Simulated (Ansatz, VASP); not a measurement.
**W: VASP beside Ansatz**

```
W
1.0
     0.00000    2.01859    2.01859
     2.01859    0.00000    2.01859
     2.01859    2.01859    0.00000
W
1
Direct
  0.00000 0.00000 0.00000
```

Alike in both runs: functional PBE; k mesh 18 × 18 × 18; occupations fermi-dirac, width 0.05 eV; no spin polarisation.

Ansatz relaxed the structure, and its values are those at the end. VASP's run is a single point on that final structure, the one shown.

|  | VASP | Ansatz |
| --- | --- | --- |
| version | VASP 6.6.1 | Ansatz 0.2.0 |
| potentials or method | VASP PAW PBE potentials, release 64 (W_sv) | PAW with Ansatz's default frozen-core files, scalar-relativistic |
| plane-wave cutoff (eV) | 520 | 420 |
| valence electrons in the cell | 14 | 14 |

VASP gave:

| Item | Value |
| --- | --- |
| pressure (GPa) | 0.5 |

Question: Which values does Ansatz return?

Answer: Pressure (GPa): 0.0.

Neither program's run includes spin-orbit coupling.
